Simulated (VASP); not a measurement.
Set up this calculation in VASP 6.6.1, as the native input.

- Task: single point
- Functional: PBE
- Potentials or basis: VASP PAW PBE potentials, release 64 (Bi_d, N)
- Cutoff: 600 eV
- k mesh: 5 × 5 × 3
- Occupations: gaussian, width 0.15 eV
- Spin: no spin polarisation
- Dipole correction: no
- Further INCAR settings: ALGO = Normal; EDIFF = 1e-06; NBANDS = 17

The structure of BiN lies in POSCAR:

```
BiN
1.0
    1.8565724222     -3.0970152638      0.0000000000
    1.8565724222      3.0970152638      0.0000000000
    0.0000000000      0.0000000000      4.1298090560
Bi N
1 1
Direct
    0.0000000000      0.0000000000      0.5000000000
    0.0000000000      0.0000000000      0.0000000000
```

The cell was built from a structure type or drawn by symmetry, and may not be a known phase.

One way to write it, as run:

INCAR

```
SYSTEM = BiN
ALGO = Normal
EDIFF = 1E-6
ENCUT = 600
GGA = PE
GGA_COMPAT = .FALSE.
ISIF = 2
ISMEAR = 0
LASPH = .TRUE.
LCHARG = .TRUE.
LELF = .TRUE.
LREAL = .FALSE.
LVHAR = .TRUE.
LWAVE = .FALSE.
NBANDS = 17
NELM = 120
PREC = Accurate
SIGMA = 0.15
```

KPOINTS

```
k-points
0
G
  5 5 3
  0 0 0
```

Potentials or basis: VASP PAW PBE potentials, release 64 (Bi_d, N).

Command:

```sh
$ cat potpaw_PBE.64/Bi_d/POTCAR potpaw_PBE.64/N/POTCAR > POTCAR
$ mpirun -np 1 vasp_std > vasp.out
```

Results of the run:

The pressure is 0.1 GPa and the band gap on the k mesh is 0.61 eV (least direct gap 1.07 eV).

Caveat: the k points lie up to 0.51 Å⁻¹ apart; spin-orbit coupling is left out, which moves the levels of the heavy elements; an odd mesh through Γ misses points on the zone boundary, where band edges can lie.

It took 46 s on 1 thread of Intel(R) Xeon(R) Platinum 8375C CPU @ 2.90GHz (Ice Lake), with other jobs on the host, peak memory 0.17 GiB.
